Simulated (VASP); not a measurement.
The system is Ga4BiP3.

```
P Ga Bi
1.0
     3.85733    0.00000    0.00000
     0.00000    3.85733    0.00000
     0.00000    0.00000   10.91019
P Ga Bi
3 4 1
Direct
  0.00000 0.00000 0.25000
  0.50000 0.50000 0.00000
  0.00000 0.00000 0.75000
  0.00000 0.50000 0.12500
  0.50000 0.00000 0.87500
  0.00000 0.50000 0.62500
  0.50000 0.00000 0.37500
  0.50000 0.50000 0.50000
```

- Program: VASP 6.6.1
- Task: relaxation of cell and atoms
- Functional: PBE
- Potentials or basis: VASP PAW PBE potentials, release 64 (P, Ga_d, Bi_d)
- Cutoff: 600 eV
- k mesh: 6 × 6 × 2
- Occupations: fermi-dirac, width 0.02 eV
- Spin: no spin polarisation

At the start: pressure 16.0 GPa; volume 20.29 Å³/atom.

Q: Where does the relaxation end?

A: Over 17 steps the energy falls by 282.1 meV/atom and the volume is 23.62 Å³/atom (+16.4 %); space group P-4m2 (No. 115, to 0.1 Å) before and after.

The path:
| step | energy change (eV) | largest force (eV/Å) | pressure (GPa) | volume (Å³) |
| --- | --- | --- | --- | --- |
| 1 | 0.0000 | 4.2190 | 16.00 | 162.33 |
| 2 | -1.5195 | 0.8238 | -5.54 | 214.74 |
| 3 | -1.8861 | 0.9813 | -1.24 | 195.20 |
| 4 | -2.0308 | 0.6825 | -0.57 | 192.01 |
| 5 | -2.1450 | 0.6141 | 1.28 | 185.32 |
| 6 | -2.2305 | 0.3950 | 0.02 | 188.73 |
| 7 | -2.2386 | 0.3507 | -0.44 | 190.18 |
| 8 | -2.2561 | 0.0344 | 0.27 | 188.06 |
| 9 | -2.2561 | 0.0420 | 0.25 | 188.12 |
| 10 | -2.2568 | 0.0310 | -0.11 | 189.33 |
| 11 | -2.2571 | 0.0162 | -0.02 | 188.92 |
| 12 | -2.2571 | 0.0165 | -0.01 | 188.91 |
| 13 | -2.2571 | 0.0117 | 0.00 | 188.86 |
| 14 | -2.2572 | 0.0099 | 0.02 | 188.82 |
| 15 | -2.2571 | 0.0138 | 0.05 | 188.73 |
| 16 | -2.2572 | 0.0111 | 0.03 | 188.80 |
| 17 | -2.2572 | 0.0030 | -0.01 | 188.94 |

Final structure:
```xyz
8
Lattice="4.0473 0.0000 0.0000 0.0000 4.0473 0.0000 0.0000 0.0000 11.5343" Properties=species:S:1:pos:R:3 pbc="T T T"
P     0.0000    0.0000    2.6690
P     2.0237    2.0237    0.0000
P     0.0000    0.0000    8.8652
Ga    0.0000    2.0237    1.3302
Ga    2.0237    0.0000   10.2041
Ga    0.0000    2.0237    7.5329
Ga    2.0237    0.0000    4.0014
Bi    2.0237    2.0237    5.7671
```

Caveat: the volume moved by over 15 % at a fixed basis, so the end points are rough.
